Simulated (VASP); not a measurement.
# SnTe in VASP: notebook

Runs on SnTe. Level: r2SCAN. Tasks: single point.

All numbers are computed with VASP 6.6.1; they aren't measurements. Logs are shortened: lines on timing, memory, paths and dates and some standing lists are left out, and cuts for length are marked.

## (1) The cell of the first run

It takes space group F-43m (No. 216, cubic). The conventional cell has a = 7.222 Å, b = 7.222 Å, c = 7.222 Å, α = 90.00°, β = 90.00°, γ = 90.00°. Within 4.1 Å of Sn (site symmetry -43m) lie 4 Te at 3.13 Å. Within 4.1 Å of Te (site symmetry -43m) lie 4 Sn at 3.13 Å.

## (2) Single point, r2SCAN

POSCAR reads:

```
SnTe
1.0
    0.0000000000      3.6111460000      3.6111460000
    3.6111460000      0.0000000000      3.6111460000
    3.6111460000      3.6111460000      0.0000000000
Sn Te
1 1
Direct
    0.0000000000      0.0000000000      0.0000000000
    0.7500000000      0.7500000000      0.7500000000
```

INCAR.step1 reads:

```
PREC = Accurate
ENCUT = 520
ISMEAR = -1
SIGMA = 0.05
LREAL = False
LASPH = True
NELM = 80
NBANDS = 17
GGA = PE
ALGO = Normal
EDIFF = 1E-4
LWAVE = True
LCHARG = False
```

INCAR.step2 reads:

```
PREC = Accurate
ENCUT = 520
EDIFF = 1E-6
ISMEAR = -1
SIGMA = 0.05
LREAL = False
LASPH = True
NELM = 80
ALGO = Normal
ISIF = 2
LWAVE = False
LCHARG = False
METAGGA = R2SCAN
LMIXTAU = True
NBANDS = 17
ISTART = 1
```

KPOINTS reads:

```
Automatic mesh
0
Gamma
  6 6 6
```

Potentials or basis: VASP PAW PBE potentials, release 64 (Sn_d, Te).

On the command line:

```bash
$ cat potpaw_PBE.64/Sn_d/POTCAR potpaw_PBE.64/Te/POTCAR > POTCAR
$ cp INCAR.step1 INCAR
$ mpirun -np 1 vasp_std > vasp.out
$ cp INCAR.step2 INCAR
$ mpirun -np 1 vasp_std > vasp.out
```

OUTCAR:

```text
PREC = Accurate
   ENCUT = 520
   EDIFF = 1E-6
   ISMEAR = -1
   LREAL = False
   LASPH = True
   NELM = 80
   ISIF = 2
   METAGGA = R2SCAN
   ISTART = 1

 ion  position               nearest neighbor table
   1  0.000  0.000  0.000-   2 3.13   2 3.13   2 3.13   2 3.13
   2  0.750  0.750  0.750-   1 3.13   1 3.13   1 3.13   1 3.13

  LATTYP: Found a face centered cubic cell.
 ALAT       =     7.2222920000

  Lattice vectors:

 A1 = (   0.0000000000,   3.6111460000,   3.6111460000)
 A2 = (   3.6111460000,   0.0000000000,   3.6111460000)
 A3 = (   3.6111460000,   3.6111460000,   0.0000000000)

Analysis of symmetry for initial positions (statically):
=====================================================================
 Subroutine PRICEL returns:
 Original cell was already a primitive cell.

 Routine SETGRP: Setting up the symmetry group for a
 face centered cubic supercell.

 Subroutine GETGRP returns: Found 24 space group operations
 (whereof 24 operations were pure point group operations)
 out of a pool of 48 trial point group operations.

The static configuration has the point symmetry T_d .

Analysis of symmetry for dynamics (positions and initial velocities):
=====================================================================
 Subroutine PRICEL returns:
 Original cell was already a primitive cell.

 Routine SETGRP: Setting up the symmetry group for a
 face centered cubic supercell.

 Subroutine GETGRP returns: Found 24 space group operations
 (whereof 24 operations were pure point group operations)
 out of a pool of 48 trial point group operations.

The dynamic configuration has the point symmetry T_d .

 Subroutine INISYM returns: Found 24 space group operations
 (whereof 24 operations are pure point group operations),
 and found     1 'primitive' translations

----------------------------------------------------------------------------------------

                                     Primitive cell

  volume of cell :      94.1814

  direct lattice vectors                    reciprocal lattice vectors
     0.000000000  3.611146000  3.611146000    -0.138460201  0.138460201  0.138460201
     3.611146000  0.000000000  3.611146000     0.138460201 -0.138460201  0.138460201
     3.611146000  3.611146000  0.000000000     0.138460201  0.138460201 -0.138460201

  length of vectors
     5.106931649  5.106931649  5.106931649     0.239820102  0.239820102  0.239820102

  position of ions in fractional coordinates (direct lattice)
     0.000000000  0.000000000  0.000000000
     0.750000000  0.750000000  0.750000000

  ion indices of the primitive-cell ions
   primitive index   ion index
                 1           1
                 2           2

----------------------------------------------------------------------------------------

 KPOINTS: Automatic mesh

Automatic generation of k-mesh.
 Grid dimensions read from file:
 generate k-points for:    6    6    6

 Generating k-lattice:

  Cartesian coordinates                     Fractional coordinates (reciprocal lattice)
    -0.023076700  0.023076700  0.023076700     0.166666667  0.000000000  0.000000000
     0.023076700 -0.023076700  0.023076700     0.000000000  0.166666667  0.000000000
     0.023076700  0.023076700 -0.023076700     0.000000000  0.000000000  0.166666667

  Length of vectors
     0.039970017  0.039970017  0.039970017

  Shift w.r.t. Gamma in fractional coordinates (k-lattice)
     0.000000000  0.000000000  0.000000000

 Subroutine IBZKPT returns following result:
 ===========================================

 Found     16 irreducible k-points:

 Following reciprocal coordinates:
            Coordinates               Weight
  0.000000  0.000000  0.000000      1.000000
  0.166667  0.000000  0.000000      8.000000
  0.333333  0.000000  0.000000      8.000000
  0.500000  0.000000  0.000000      4.000000
  0.166667  0.166667  0.000000      6.000000
  0.333333  0.166667  0.000000     24.000000
[... 8 lines left out ...]
 -0.333333  0.333333  0.166667     24.000000
 -0.333333  0.500000  0.166667     12.000000
   k-points           NKPTS =     16   k-points in BZ     NKDIM =     16   number of bands    NBANDS=     17
   number of dos      NEDOS =    301   number of ions     NIONS =      2
   total plane-waves  NPLWV =  64000
   dimension x,y,z NGX =    40 NGY =   40 NGZ =   40
   dimension x,y,z NGXF=    80 NGYF=   80 NGZF=   80
   ions per type =               1   1
   NGX,Y,Z   is equivalent  to a cutoff of  13.02, 13.02, 13.02 a.u.
   NGXF,Y,Z  is equivalent  to a cutoff of  26.04, 26.04, 26.04 a.u.
 SYSTEM =  unknown system
   PREC   = accura    normal or accurate (medium, high low for compatibility)
   ISTART =      1    job   : 0-new  1-cont  2-samecut
   ICHARG =      0    charge: 1-file 2-atom 10-const
   ISPIN  =      1    spin polarized calculation?
   LNONCOLLINEAR =      F non collinear calculations
   LSORBIT =      F    spin-orbit coupling
   LASPH  =      T    aspherical Exc in radial PAW
   ENCUT  =  520.0 eV  38.22 Ry    6.18 a.u.   9.50  9.50  9.50*2*pi/ulx,y,z
   NELM   =     80;   NELMIN=  2; NELMDL=  0     # of ELM steps
   EDIFF  = 0.1E-05   stopping-criterion for ELM
   LREAL  =      F    real-space projection
   EDIFFG = 0.1E-04   stopping-criterion for IOM
   NSW    =      0    number of steps for IOM
   IBRION =     -1    ionic relax: 0-MD 1-quasi-New 2-CG
   NFREE  =      0    steps in history (QN), initial steepest desc. (CG)
   ISIF   =      2    stress and relaxation
   ISYM   =      2    0-nonsym 1-usesym 2-fastsym
   POTIM  = 0.5000    time-step for ionic-motion
   TEBEG  =    0.0;   TEEND  =   0.0 temperature during run
   PSTRESS=    0.0 pullay stress
   NELECT =      20.0000    total number of electrons
   NUPDOWN=      -1.0000    fix difference up-down
   EMIN   =  10.00;   EMAX   =-10.00  energy-range for DOS
   EFERMI =   0.00;   METHOD = LEGACY
   ISMEAR =    -1;   SIGMA  =   0.05  broadening in eV -4-tet -1-fermi 0-gaus
   EFERMI_NEDOS =   21; number of points for ismear=-14 and -15
   IALGO  =     38    algorithm
   IMIX   =      4    mixing-type and parameters
     AMIX     =   0.40;   BMIX     =  1.00
     AMIX_MAG =   1.60;   BMIX_MAG =  1.00
  volume/ion in A,a.u.               =      47.09       317.78
  Fermi-wavevector in a.u.,A,eV,Ry     =   0.976704  1.845704 12.979296  0.953951
  Thomas-Fermi vector in A             =   2.107344
   LORBIT       =      0    0 simple, 1 ext, 2 COOP (PROOUT), +10 PAW based schemes
   METAGGA = R2SCAN    functional components
   LHFCALC =     F    Hartree Fock is set to
   AEXX    =    0.0000 exact exchange contribution
   IVDW    =     0    specifies the selected vdW correction
   LEPSILON=     F    determine dielectric tensor
   LRPA    =     F    only Hartree local field effects (RPA)
 non-spin polarized calculation
  energy-cutoff  :      520.00
  volume of cell :       94.18
 maximum number of plane-waves:      2637
 NGX is ok and might be reduce to    40
   NGX = 19   NGY = 19   NGZ = 19

 number of electron      19.9999999 magnetization

 Free energy of the ion-electron system (eV)
  ---------------------------------------------------
  ext. energy  EPLUGINS =         0.00000000
  ---------------------------------------------------
  free energy    TOTEN  =       -50.06387332 eV

  energy without entropy =      -50.06303735  energy(sigma->0) =      -50.06345534

 E-fermi :   3.1200     XC(G=0):  -7.9534

 val. band max:        2.9108482459   @ k =  -0.3333   0.5000   0.1667
 cond. band min:       3.2646735091   @ k =   0.5000   0.5000   0.0000
 fundamental gap:      0.3538252632
 Fermi energy:         3.1199539616

 k-point     1 :       0.0000    0.0000    0.0000
  band No.  band energies     occupation
      1     -19.4607      2.00000
      2     -19.4607      2.00000
      3     -19.4607      2.00000
      4     -19.4477      2.00000
      5     -19.4477      2.00000
      6      -8.9721      2.00000
[... 9 lines left out ...]
     16       9.8762      0.00000
     17      11.0245      0.00000

 k-point     2 :       0.1667    0.0000    0.0000
  band No.  band energies     occupation
      1     -19.4610      2.00000
      2     -19.4602      2.00000
      3     -19.4602      2.00000
      4     -19.4476      2.00000
      5     -19.4476      2.00000
      6      -8.8483      2.00000
[... 9 lines left out ...]
     16       9.3291      0.00000
     17      10.4590      0.00000

 k-point     3 :       0.3333    0.0000    0.0000
  band No.  band energies     occupation
      1     -19.4617      2.00000
      2     -19.4595      2.00000
      3     -19.4595      2.00000
      4     -19.4475      2.00000
      5     -19.4475      2.00000
      6      -8.5601      2.00000
[... 9 lines left out ...]
     16       9.4709      0.00000
     17      10.6723      0.00000

 k-point     4 :       0.5000    0.0000    0.0000
  band No.  band energies     occupation
      1     -19.4621      2.00000
      2     -19.4591      2.00000
      3     -19.4591      2.00000
      4     -19.4474      2.00000
      5     -19.4474      2.00000
      6      -8.3867      2.00000
[... 9 lines left out ...]
     16      10.3393      0.00000
     17      10.3393      0.00000
[... 183 lines left out ...]
      1     -19.4629      2.00000
      2     -19.4587      2.00000
      3     -19.4583      2.00000
      4     -19.4479      2.00000
      5     -19.4471      2.00000
      6      -8.3394      2.00000
[... 9 lines left out ...]
     16      10.7667      0.00000
     17      11.8497      0.00000

 k-point    15 :      -0.3333    0.3333    0.1667
  band No.  band energies     occupation
      1     -19.4630      2.00000
      2     -19.4587      2.00000
      3     -19.4579      2.00000
      4     -19.4479      2.00000
      5     -19.4472      2.00000
      6      -8.2092      2.00000
[... 9 lines left out ...]
     16      10.5950      0.00000
     17      11.6437      0.00000

 k-point    16 :      -0.3333    0.5000    0.1667
  band No.  band energies     occupation
      1     -19.4637      2.00000
      2     -19.4583      2.00000
      3     -19.4574      2.00000
      4     -19.4481      2.00000
      5     -19.4470      2.00000
      6      -8.1435      2.00000
[... 9 lines left out ...]
     16      11.3306      0.00000
     17      11.4434      0.00000

------------------------ aborting loop because EDIFF is reached ----------------------------------------

  FORCE on cell =-STRESS in cart. coord.  units (eV):
  Direction    XX          YY          ZZ          XY          YZ          ZX
  --------------------------------------------------------------------------------------
  -------------------------------------------------------------------------------------
  Total       -0.3477780     -0.3477780     -0.3477780      0.0000000      0.0000000      0.0000000
  in kB       -5.9162646     -5.9162646     -5.9162646      0.0000000      0.0000000      0.0000000
  external PRESSURE =      -5.9162646 kB  Pullay stress =       0.0000000 kB

 VOLUME and BASIS-vectors are now :
 -----------------------------------------------------------------------------
  energy-cutoff  :      520.00
  volume of cell :       94.18
      direct lattice vectors                 reciprocal lattice vectors
     0.000000000  3.611146000  3.611146000    -0.138460201  0.138460201  0.138460201
     3.611146000  0.000000000  3.611146000     0.138460201 -0.138460201  0.138460201
     3.611146000  3.611146000  0.000000000     0.138460201  0.138460201 -0.138460201

 POSITION                                       TOTAL-FORCE (eV/Angst)
 -----------------------------------------------------------------------------------
      0.00000      0.00000      0.00000        -0.000000     -0.000000     -0.000000
      5.41672      5.41672      5.41672         0.000000      0.000000      0.000000
 -----------------------------------------------------------------------------------
    total drift:                               -0.000002     -0.000002     -0.000002

  FREE ENERGIE OF THE ION-ELECTRON SYSTEM (eV)
  ---------------------------------------------------
  free  energy   TOTEN  =       -50.0638733213 eV

  energy  without entropy=      -50.0630373532  energy(sigma->0) =      -50.06345534
```

Run time: 2.8 min. Hardware: 1 thread of Intel Xeon 8259CL, shared host; peak memory 0.27 GiB.

What came out:

* Free energy: -50.0639 eV
* Pressure: -0.6 GPa
* Band gap on the k mesh: 0.35 eV (least direct gap 0.89 eV)

Levels at points of the mesh, in eV from the valence-band top:
| k point | band 8 | band 9 | band 10 | band 11 | band 12 | band 13 |
| --- | --- | --- | --- | --- | --- | --- |
| (0.00, 0.00, 0.00) | -1.95 | -1.95 | -1.95 | 1.25 | 1.25 | 1.25 |
| (0.50, 0.00, 0.00) | -2.50 | -2.50 | -1.92 | 2.09 | 2.09 | 3.79 |
| (0.50, 0.50, 0.00) | -3.18 | -3.18 | -0.54 | 0.35 | 4.29 | 4.29 |

Caveat: semilocal functionals underestimate gaps, and a narrow one can read as zero; the PAW data sets were made with another functional, which shifts forces and pressure a little; spin-orbit coupling is left out, which moves the levels of the heavy elements. A k mesh can miss the band edges.

## (3) Single point, r2SCAN

This run uses another cell than the first one, of 46.15 Å³/atom.

POSCAR reads:

```
SnTe
1.0
    0.0000000000      3.6111460000      3.5389230800
    3.6111460000      0.0000000000      3.5389230800
    3.6111460000      3.6111460000      0.0000000000
Sn Te
1 1
Direct
    0.0000000000      0.0000000000      0.0000000000
    0.7500000000      0.7500000000      0.7500000000
```

INCAR.step1 reads:

```
SYSTEM = SnTe
PREC = Accurate
ENCUT = 520
ISMEAR = -1
SIGMA = 0.05
LREAL = .False.
LASPH = .True.
NELM = 100
NBANDS = 17
GGA = PE
ALGO = Normal
EDIFF = 1E-4
LWAVE = .True.
LCHARG = .False.
```

INCAR.step2 reads:

```
SYSTEM = SnTe
PREC = Accurate
ENCUT = 520
EDIFF = 1E-6
ISMEAR = -1
SIGMA = 0.05
LREAL = .False.
LASPH = .True.
NELM = 100
ALGO = Normal
ISIF = 2
LWAVE = .False.
LCHARG = .False.
METAGGA = R2SCAN
LMIXTAU = .True.
NBANDS = 17
ISTART = 1
```

KPOINTS reads:

```
Automatic mesh
0
Gamma
  6 6 6
  0 0 0
```

Potentials or basis: VASP PAW PBE potentials, release 64 (Sn_d, Te).

On the command line:

```bash
$ cat potpaw_PBE.64/Sn_d/POTCAR potpaw_PBE.64/Te/POTCAR > POTCAR
$ cp INCAR.step1 INCAR
$ mpirun -np 1 vasp_std > vasp.out
$ cp INCAR.step2 INCAR
$ mpirun -np 1 vasp_std > vasp.out
```

Run time: 5.3 min. Hardware: 1 thread of Intel Xeon 8259CL, shared host; peak memory 0.28 GiB.

It converged, with:

```
Free energy            : -50.0676 eV
Pressure               : -0.1 GPa
Band gap on the k mesh : 0.21 eV (least direct gap 0.86 eV)
```

Levels at points of the mesh, in eV from the valence-band top:
```tsv
k point	band 7	band 8	band 9	band 10	band 11	band 12	band 13	band 14
(0.00, 0.00, 0.00)	-5.05	-2.10	-2.10	-2.01	1.13	1.20	1.20	4.39
(0.50, 0.00, 0.00)	-7.23	-2.68	-2.59	-2.01	2.02	2.04	3.80	5.99
(0.50, 0.50, 0.00)	-7.60	-3.38	-3.38	-0.68	0.21	4.33	4.33	5.90
(0.50, 0.00, 0.50)	-7.65	-3.31	-3.30	-0.58	0.28	4.27	4.30	5.81
```

Caveat: semilocal functionals underestimate gaps, and a narrow one can read as zero; the PAW data sets were made with another functional, which shifts forces and pressure a little; spin-orbit coupling is left out, which moves the levels of the heavy elements.

## (4) Single point, r2SCAN

This run uses another cell than the first one, of 46.46 Å³/atom.

POSCAR reads:

```
SnTe
1.0
    0.0000000000      3.6111460000      3.5629973867
    3.6111460000      0.0000000000      3.5629973867
    3.6111460000      3.6111460000      0.0000000000
Sn Te
1 1
Direct
    0.0000000000      0.0000000000      0.0000000000
    0.7500000000      0.7500000000      0.7500000000
```

INCAR.step1 reads:

```
SYSTEM = SnTe
PREC = Accurate
ENCUT = 520
ISMEAR = -1
SIGMA = 0.05
LREAL = .FALSE.
LASPH = .TRUE.
NELM = 80
NBANDS = 17
GGA = PE
ALGO = Normal
EDIFF = 1E-4
LWAVE = .TRUE.
LCHARG = .FALSE.
```

INCAR.step2 reads:

```
SYSTEM = SnTe
PREC = Accurate
ENCUT = 520
EDIFF = 1E-7
ISMEAR = -1
SIGMA = 0.05
LREAL = .FALSE.
LASPH = .TRUE.
NELM = 80
ALGO = Normal
ISIF = 2
LWAVE = .FALSE.
LCHARG = .TRUE.
METAGGA = R2SCAN
LMIXTAU = .TRUE.
LELF = .TRUE.
LVHAR = .TRUE.
NBANDS = 17
ISTART = 1
```

KPOINTS reads:

```
regular mesh
0
G
  6 6 6
  0 0 0
```

On the command line:

```bash
$ cat potpaw_PBE.64/Sn_d/POTCAR potpaw_PBE.64/Te/POTCAR > POTCAR
$ cp INCAR.step1 INCAR
$ mpirun -np 1 vasp_std > vasp.out
$ cp INCAR.step2 INCAR
$ mpirun -np 1 vasp_std > vasp.out
```

Run time: 5.9 min. Hardware: 1 thread of Intel Xeon 8259CL, shared host; peak memory 0.28 GiB.

The run converged. Its results:

| Quantity | Value |
| --- | --- |
| Free energy | -50.0669 eV |
| Pressure | -0.3 GPa |
| Band gap on the k mesh | 0.26 eV (least direct gap 0.87 eV) |

Levels at points of the mesh, in eV from the valence-band top:
| k point | band 7 | band 8 | band 9 | band 10 | band 11 | band 12 | band 13 | band 14 |
| --- | --- | --- | --- | --- | --- | --- | --- | --- |
| (0.00, 0.00, 0.00) | -5.05 | -2.05 | -2.05 | -1.99 | 1.17 | 1.22 | 1.22 | 4.41 |
| (0.50, 0.00, 0.00) | -7.19 | -2.62 | -2.56 | -1.98 | 2.04 | 2.06 | 3.80 | 6.01 |
| (0.50, 0.50, 0.00) | -7.57 | -3.31 | -3.31 | -0.63 | 0.26 | 4.32 | 4.32 | 5.89 |
| (0.50, 0.00, 0.50) | -7.60 | -3.26 | -3.26 | -0.57 | 0.30 | 4.28 | 4.30 | 5.83 |

Caveat: semilocal functionals underestimate gaps, and a narrow one can read as zero; the PAW data sets were made with another functional, which shifts forces and pressure a little; spin-orbit coupling is left out, which moves the levels of the heavy elements.

## (5) Summary

```tsv
cell	gap on the mesh (eV)	pressure (GPa)
a = 5.107 Å, angles 60.0°, 2 atoms	0.35	-0.6
a = 5.056, b = 5.056, c = 5.107 Å, angles 59.7, 59.7, 60.7°, 2 atoms	0.21	-0.1
a = 5.073, b = 5.073, c = 5.107 Å, angles 59.8, 59.8, 60.4°, 2 atoms	0.26	-0.3
```

Alike in all rows: task single point; level r2SCAN; potentials or basis VASP PAW PBE potentials, release 64 (Sn_d, Te); no spin polarisation; k mesh 6 × 6 × 6; cutoff (eV) 520; smearing fermi-dirac 0.05 eV.

Caveats: semilocal functionals underestimate gaps, and a narrow one can read as zero; the PAW data sets were made with another functional, which shifts forces and pressure a little; spin-orbit coupling is left out, which moves the levels of the heavy elements.

Absolute energies hang on the potentials; compare differences alone.
